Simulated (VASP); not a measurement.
# Ge2Bi2S (P-3m1) in VASP: a series of runs

The runs below take Ge2Bi2S through single point, relaxation of cell and atoms, with PBE.

Everything below comes from runs of VASP 6.6.1. Logs are shortened: lines on timing, memory, paths and dates and some standing lists are left out, and cuts for length are marked.

## (1) The cell of the first run

Symmetry: P-3m1, No. 164, trigonal system. The conventional cell has a = 4.096 Å, b = 4.096 Å, c = 8.881 Å, α = 90.00°, β = 90.00°, γ = 120.00°. Ge (site symmetry 3m) has 1 Ge at 2.40 Å and 6 Bi at 2.45 to 2.96 Å and 1 S at 3.24 Å within 3.3 Å. Within 3.2 Å of Bi (site symmetry 3m) lie 6 Ge at 2.45 to 2.96 Å and 3 Bi at 2.63 Å. Within 4.3 Å of S (site symmetry -3m) lie 2 Ge at 3.24 Å and 6 S at 4.10 Å.

The cell was built from a structure type or drawn by symmetry, and may not be a known phase.

## (2) Single point, PBE

File INCAR:

```
  PREC = Accurate
  ENCUT = 520
  EDIFF = 1E-6
  ISMEAR = 0
  SIGMA = 0.1
  LREAL = False
  LASPH = True
  NELM = 60
  ALGO = Normal
  ISIF = 2
  LWAVE = False
  LCHARG = False
  GGA = PE
  NBANDS = 40
```

File KPOINTS:

```
Automatic mesh
0
Gamma
  6 6 2
```

File POSCAR:

```
Ge2Bi2S
1.0
    4.0955532700      0.0000000000      0.0000000000
   -2.0477766300      3.5468531700      0.0000000000
    0.0000000000      0.0000000000      8.8812930100
Ge Bi S
2 2 1
Direct
    0.0000000000      0.0000000000      0.1351671100
    0.0000000000      0.0000000000      0.8648328900
    0.3333333300      0.6666666700      0.9348993000
    0.6666666700      0.3333333300      0.0651007000
    0.0000000000      0.0000000000      0.5000000000
```

Potentials or basis: VASP PAW PBE potentials, release 64 (Ge_d, Bi_d, S).

The run is started by

```console
$ cat potpaw_PBE.64/Ge_d/POTCAR potpaw_PBE.64/Bi_d/POTCAR potpaw_PBE.64/S/POTCAR > POTCAR
$ mpirun -np 1 vasp_std > vasp.out
```

OUTCAR:

```text
PREC = Accurate
   ENCUT = 520
   EDIFF = 1E-6
   ISMEAR = 0
   LREAL = False
   LASPH = True
   NELM = 60
   ISIF = 2
   GGA = PE

 ion  position               nearest neighbor table
   1  0.000  0.000  0.135-   2 2.40   4 2.45   4 2.45   4 2.45   3 2.96   3 2.96   3 2.96
   2  0.000  0.000  0.865-   1 2.40   3 2.45   3 2.45   3 2.45   4 2.96   4 2.96   4 2.96
   3  0.333  0.667  0.935-   2 2.45   2 2.45   2 2.45   4 2.63   4 2.63   4 2.63   1 2.96   1 2.96
                             1 2.96
   4  0.667  0.333  0.065-   1 2.45   1 2.45   1 2.45   3 2.63   3 2.63   3 2.63   2 2.96   2 2.96
                             2 2.96
   5  0.000  0.000  0.500-

  LATTYP: Found a hexagonal cell.
 ALAT       =     4.0955532700
 C/A-ratio  =     2.1685209359

  Lattice vectors:

 A1 = (   4.0955532700,   0.0000000000,   0.0000000000)
 A2 = (  -2.0477766300,   3.5468531700,   0.0000000000)
 A3 = (   0.0000000000,   0.0000000000,   8.8812930100)

Analysis of symmetry for initial positions (statically):
=====================================================================
 Subroutine PRICEL returns:
 Original cell was already a primitive cell.

 Routine SETGRP: Setting up the symmetry group for a
 hexagonal supercell.

 Subroutine GETGRP returns: Found 12 space group operations
 (whereof 12 operations were pure point group operations)
 out of a pool of 24 trial point group operations.

The static configuration has the point symmetry D_3d.

Analysis of symmetry for dynamics (positions and initial velocities):
=====================================================================
 Subroutine PRICEL returns:
 Original cell was already a primitive cell.

 Routine SETGRP: Setting up the symmetry group for a
 hexagonal supercell.

 Subroutine GETGRP returns: Found 12 space group operations
 (whereof 12 operations were pure point group operations)
 out of a pool of 24 trial point group operations.

The dynamic configuration has the point symmetry D_3d.

 Subroutine INISYM returns: Found 12 space group operations
 (whereof 12 operations are pure point group operations),
 and found     1 'primitive' translations

----------------------------------------------------------------------------------------

                                     Primitive cell

  volume of cell :     129.0126

  direct lattice vectors                    reciprocal lattice vectors
     4.095553270  0.000000000  0.000000000     0.244167255  0.140970030  0.000000000
    -2.047776630  3.546853170  0.000000000     0.000000000  0.281940061  0.000000000
     0.000000000  0.000000000  8.881293010     0.000000000  0.000000000  0.112596218

  length of vectors
     4.095553270  4.095553264  8.881293010     0.281940061  0.281940061  0.112596218

  position of ions in fractional coordinates (direct lattice)
     0.000000000  0.000000000  0.135167110
     0.000000000  0.000000000  0.864832890
     0.333333330  0.666666670  0.934899300
     0.666666670  0.333333330  0.065100700
     0.000000000  0.000000000  0.500000000

  ion indices of the primitive-cell ions
   primitive index   ion index
                 1           1
                 2           2
                 3           3
                 4           4
                 5           5

----------------------------------------------------------------------------------------

 KPOINTS: Automatic mesh

Automatic generation of k-mesh.
 Grid dimensions read from file:
 generate k-points for:    6    6    2

 Generating k-lattice:

  Cartesian coordinates                     Fractional coordinates (reciprocal lattice)
     0.040694543  0.023495005  0.000000000     0.166666667  0.000000000  0.000000000
     0.000000000  0.046990010  0.000000000     0.000000000  0.166666667  0.000000000
     0.000000000  0.000000000  0.056298109     0.000000000  0.000000000  0.500000000

  Length of vectors
     0.046990010  0.046990010  0.056298109

  Shift w.r.t. Gamma in fractional coordinates (k-lattice)
     0.000000000  0.000000000  0.000000000

 Subroutine IBZKPT returns following result:
 ===========================================

 Found     14 irreducible k-points:

 Following reciprocal coordinates:
            Coordinates               Weight
  0.000000  0.000000  0.000000      1.000000
  0.166667  0.000000  0.000000      6.000000
  0.333333 -0.000000  0.000000      6.000000
  0.500000  0.000000  0.000000      3.000000
  0.166667  0.166667  0.000000      6.000000
  0.333333  0.166667  0.000000     12.000000
  0.333333  0.333333  0.000000      2.000000
  0.000000  0.000000  0.500000      1.000000
  0.166667  0.000000  0.500000      6.000000
  0.333333 -0.000000  0.500000      6.000000
  0.500000  0.000000  0.500000      3.000000
  0.166667  0.166667  0.500000      6.000000
  0.333333  0.166667  0.500000     12.000000
  0.333333  0.333333  0.500000      2.000000
   k-points           NKPTS =     14   k-points in BZ     NKDIM =     14   number of bands    NBANDS=     40
   number of dos      NEDOS =    301   number of ions     NIONS =      5
   total plane-waves  NPLWV =  63000
   dimension x,y,z NGX =    30 NGY =   30 NGZ =   70
   dimension x,y,z NGXF=    60 NGYF=   60 NGZF=  140
   ions per type =               2   2   1
   NGX,Y,Z   is equivalent  to a cutoff of  12.18, 12.18, 13.10 a.u.
   NGXF,Y,Z  is equivalent  to a cutoff of  24.36, 24.36, 26.21 a.u.
 SYSTEM =  unknown system
   PREC   = accura    normal or accurate (medium, high low for compatibility)
   ISTART =      0    job   : 0-new  1-cont  2-samecut
   ICHARG =      2    charge: 1-file 2-atom 10-const
   ISPIN  =      1    spin polarized calculation?
   LNONCOLLINEAR =      F non collinear calculations
   LSORBIT =      F    spin-orbit coupling
   LASPH  =      T    aspherical Exc in radial PAW
   ENCUT  =  520.0 eV  38.22 Ry    6.18 a.u.   7.62  7.62 16.51*2*pi/ulx,y,z
   NELM   =     60;   NELMIN=  2; NELMDL= -5     # of ELM steps
   EDIFF  = 0.1E-05   stopping-criterion for ELM
   LREAL  =      F    real-space projection
   EDIFFG = 0.1E-04   stopping-criterion for IOM
   NSW    =      0    number of steps for IOM
   IBRION =     -1    ionic relax: 0-MD 1-quasi-New 2-CG
   NFREE  =      0    steps in history (QN), initial steepest desc. (CG)
   ISIF   =      2    stress and relaxation
   ISYM   =      2    0-nonsym 1-usesym 2-fastsym
   POTIM  = 0.5000    time-step for ionic-motion
   TEBEG  =    0.0;   TEEND  =   0.0 temperature during run
   PSTRESS=    0.0 pullay stress
   NELECT =      64.0000    total number of electrons
   NUPDOWN=      -1.0000    fix difference up-down
   EMIN   =  10.00;   EMAX   =-10.00  energy-range for DOS
   EFERMI =   0.00;   METHOD = LEGACY
   ISMEAR =     0;   SIGMA  =   0.10  broadening in eV -4-tet -1-fermi 0-gaus
   EFERMI_NEDOS =   21; number of points for ismear=-14 and -15
   IALGO  =     38    algorithm
   IMIX   =      4    mixing-type and parameters
     AMIX     =   0.40;   BMIX     =  1.00
     AMIX_MAG =   1.60;   BMIX_MAG =  1.00
  volume/ion in A,a.u.               =      25.80       174.12
  Fermi-wavevector in a.u.,A,eV,Ry     =   1.295958  2.449005 22.851071  1.679506
  Thomas-Fermi vector in A             =   2.427444
   LORBIT       =      0    0 simple, 1 ext, 2 COOP (PROOUT), +10 PAW based schemes
   GGA     = PE    functional components
   LHFCALC =     F    Hartree Fock is set to
   AEXX    =    0.0000 exact exchange contribution
   IVDW    =     0    specifies the selected vdW correction
   LEPSILON=     F    determine dielectric tensor
   LRPA    =     F    only Hartree local field effects (RPA)
 non-spin polarized calculation
 Gauss-broadening in eV      SIGMA  =   0.10
  energy-cutoff  :      520.00
  volume of cell :      129.01
 maximum number of plane-waves:      3493
   NGX = 15   NGY = 15   NGZ = 33

 number of electron      63.9999971 magnetization

 Free energy of the ion-electron system (eV)
  ---------------------------------------------------
  ext. energy  EPLUGINS =         0.00000000
  ---------------------------------------------------
  free energy    TOTEN  =        -6.96857841 eV

  energy without entropy =       -6.94348705  energy(sigma->0) =       -6.95603273

 E-fermi :   5.6931     XC(G=0):  -9.4017

 val. band max:        5.6557643577   @ k =   0.1667   0.1667   0.0000
 cond. band min:       5.6965416238   @ k =   0.5000   0.0000   0.5000
 fundamental gap:      0.0407772662
 Fermi energy:         5.6930709252

 k-point     1 :       0.0000    0.0000    0.0000
  band No.  band energies     occupation
      1     -19.8705      2.00000
      2     -19.8705      2.00000
      3     -19.8068      2.00000
      4     -19.8068      2.00000
      5     -19.7866      2.00000
      6     -19.7528      2.00000
[... 32 lines left out ...]
     39      10.3130      0.00000
     40      10.3130      0.00000

 k-point     2 :       0.1667    0.0000    0.0000
  band No.  band energies     occupation
      1     -19.8740      2.00000
      2     -19.8694      2.00000
      3     -19.8499      2.00000
      4     -19.8289      2.00000
      5     -19.7832      2.00000
      6     -19.7355      2.00000
[... 32 lines left out ...]
     39      10.4178      0.00000
     40      11.2209      0.00000

 k-point     3 :       0.3333   -0.0000    0.0000
  band No.  band energies     occupation
      1     -19.9275      2.00000
      2     -19.9122      2.00000
      3     -19.8357      2.00000
      4     -19.8161      2.00000
      5     -19.7798      2.00000
      6     -19.7439      2.00000
[... 32 lines left out ...]
     39      11.8578      0.00000
     40      12.2991      0.00000

 k-point     4 :       0.5000    0.0000    0.0000
  band No.  band energies     occupation
      1     -19.9561      2.00000
      2     -19.9235      2.00000
      3     -19.8273      2.00000
      4     -19.8125      2.00000
      5     -19.7984      2.00000
      6     -19.7439      2.00000
[... 32 lines left out ...]
     39      11.3296      0.00000
     40      11.7889      0.00000
[... 342 lines left out ...]
     39      10.5506      0.00000
     40      11.0886      0.00000

 k-point    13 :       0.3333    0.1667    0.5000
  band No.  band energies     occupation
      1     -19.9525      2.00000
      2     -19.9017      2.00000
      3     -19.8672      2.00000
      4     -19.8126      2.00000
      5     -19.7837      2.00000
      6     -19.7385      2.00000
[... 32 lines left out ...]
     39      11.9676      0.00000
     40      12.6360      0.00000

 k-point    14 :       0.3333    0.3333    0.5000
  band No.  band energies     occupation
      1     -19.9300      2.00000
      2     -19.9300      2.00000
      3     -19.8774      2.00000
      4     -19.8071      2.00000
      5     -19.8071      2.00000
      6     -19.6928      2.00000
[... 32 lines left out ...]
     39      11.3671      0.00000
     40      13.5117      0.00000

------------------------ aborting loop because EDIFF is reached ----------------------------------------

  FORCE on cell =-STRESS in cart. coord.  units (eV):
  Direction    XX          YY          ZZ          XY          YZ          ZX
  --------------------------------------------------------------------------------------
  -------------------------------------------------------------------------------------
  Total       49.5546906     49.5546905     17.4946572      0.0000001      0.0000000      0.0000000
  in kB      615.4083201    615.4083186    217.2621290      0.0000009      0.0000000      0.0000000
  external PRESSURE =     482.6929226 kB  Pullay stress =       0.0000000 kB

 VOLUME and BASIS-vectors are now :
 -----------------------------------------------------------------------------
  energy-cutoff  :      520.00
  volume of cell :      129.01
      direct lattice vectors                 reciprocal lattice vectors
     4.095553270  0.000000000  0.000000000     0.244167255  0.140970030  0.000000000
    -2.047776630  3.546853170  0.000000000     0.000000000  0.281940061  0.000000000
     0.000000000  0.000000000  8.881293010     0.000000000  0.000000000  0.112596218

 POSITION                                       TOTAL-FORCE (eV/Angst)
 -----------------------------------------------------------------------------------
      0.00000      0.00000      1.20046         0.000000     -0.000000      7.417116
      0.00000      0.00000      7.68083        -0.000000      0.000000     -7.417116
     -0.00000      2.36457      8.30311        -0.000000      0.000000     -6.872717
      2.04778      1.18228      0.57818         0.000000     -0.000000      6.872717
      0.00000      0.00000      4.44065         0.000000      0.000000      0.000000
 -----------------------------------------------------------------------------------
    total drift:                                0.000000     -0.000000      0.000000

  FREE ENERGIE OF THE ION-ELECTRON SYSTEM (eV)
  ---------------------------------------------------
  free  energy   TOTEN  =        -6.9685784089 eV

  energy  without entropy=       -6.9434870488  energy(sigma->0) =       -6.95603273
```

Run time: 47 s. Hardware: 1 thread of AMD EPYC 9R45 (Zen 5), shared host; peak memory 0.24 GiB.

Results:

- Free energy: -6.9686 eV
- Pressure: 48.3 GPa
- Largest force: 7.417 eV/Å
- Band gap on the k mesh: zero (bands 32 and 33 overlap by 0.34 eV)

Forces in eV/Å, atoms in the order of the input:
```
Ge   0.000  0.000  7.417
Ge   0.000  0.000 -7.417
Bi   0.000  0.000 -6.873
Bi   0.000  0.000  6.873
S    0.000  0.000  0.000
```

Stress tensor (GPa, compression positive):
```
61.54  0.00  0.00
 0.00 61.54  0.00
 0.00  0.00 21.73
```

Levels at points of the mesh, in eV from the Fermi level:
| k point | band 28 | band 29 | band 30 | band 31 | band 32 | band 33 | band 34 | band 35 | band 36 | band 37 |
| --- | --- | --- | --- | --- | --- | --- | --- | --- | --- | --- |
| (0.00, 0.00, 0.00) | -4.07 | -3.90 | -3.90 | -1.42 | 0.28 | 0.28 | 0.91 | 0.91 | 1.43 | 2.83 |
| (0.50, 0.00, 0.00) | -2.10 | -1.86 | -1.63 | -1.27 | -0.71 | -0.06 | 1.44 | 4.67 | 5.02 | 5.53 |
| (0.00, 0.00, 0.50) | -3.94 | -3.90 | -3.90 | -0.63 | 0.20 | 0.20 | 1.02 | 1.02 | 1.18 | 2.70 |
| (0.50, 0.00, 0.50) | -2.89 | -1.67 | -1.49 | -1.23 | 0.00 | 0.37 | 1.16 | 3.40 | 5.17 | 5.39 |

Caveat: the cell stands under pressure; spin-orbit coupling is left out, which moves the levels of the heavy elements; forces of over 1 eV/Å act on the atoms, so gaps and moduli don't describe the material at rest.

## (3) Single point, PBE

This run uses another cell than the first one, of 33.12 Å³/atom.

File INCAR:

```
SYSTEM = Ge2Bi2S
PREC     = Accurate       ! precision mode
ENCUT    = 520            ! plane-wave cutoff, eV
EDIFF    = 1E-7           ! SCF threshold, eV
ISMEAR   = 0              ! smearing method
SIGMA    = 0.1            ! smearing width, eV
LREAL    = .FALSE.        ! projectors in reciprocal space
LASPH    = .TRUE.         ! aspherical terms in the spheres
NELM     = 60             ! most SCF steps
ALGO     = Normal         ! electronic algorithm
ISIF     = 2              ! what is computed and relaxed
LWAVE    = .FALSE.        ! write WAVECAR
LCHARG   = .FALSE.        ! write CHGCAR
GGA      = PE             ! functional
NBANDS   = 40             ! bands
```

File KPOINTS:

```
Automatic mesh
0
G
  6 6 2
  0 0 0
```

File POSCAR:

```
Ge2Bi2S
1.0
    4.6501217286     -0.0000000033      0.0000000000
   -2.3250608615      4.0271235493      0.0000000000
    0.0000000000      0.0000000000      8.8440899671
Ge Bi S
2 2 1
Direct
    0.0000000000      0.0000000000      0.2467095077
    0.0000000000      0.0000000000      0.7532904923
    0.3333333333      0.6666666667      0.8767238861
    0.6666666667      0.3333333333      0.1232761139
    0.0000000000      0.0000000000      0.5000000000
```

Potentials or basis: VASP PAW PBE potentials, release 64 (Ge_d, Bi_d, S).

The run is started by

```console
$ cat potpaw_PBE.64/Ge_d/POTCAR potpaw_PBE.64/Bi_d/POTCAR potpaw_PBE.64/S/POTCAR > POTCAR
$ mpirun -np 1 vasp_std > vasp.out
```

It took 62 s on 1 thread of AMD EPYC 9R45 (Zen 5), shared host; peak memory 0.3 GiB.

It converged, with:

* Free energy: -20.0788 eV
* Pressure: 0.1 GPa
* Band gap on the k mesh: zero (bands 32 and 33 overlap by 1.01 eV)

Stress tensor (GPa, compression positive):
```
 0.16  0.00  0.00
 0.00  0.16  0.00
 0.00  0.00 -0.04
```

Levels at points of the mesh, in eV from the Fermi level:
```tsv
k point	band 28	band 29	band 30	band 31	band 32	band 33	band 34	band 35	band 36	band 37
(0.00, 0.00, 0.00)	-2.17	-1.34	-1.34	-1.20	-0.25	-0.25	1.41	1.41	1.54	2.63
(0.50, 0.00, 0.00)	-2.93	-2.92	-1.53	-1.40	-0.75	0.53	0.79	2.47	3.74	4.05
(0.00, 0.00, 0.50)	-2.19	-1.12	-1.04	-1.04	-0.79	-0.79	1.32	2.22	2.22	2.40
(0.50, 0.00, 0.50)	-2.84	-2.52	-1.57	-1.20	-0.42	-0.40	2.30	2.51	2.87	3.06
```

Caveat: spin-orbit coupling is left out, which moves the levels of the heavy elements.

(Continued in part 2 of 2.)
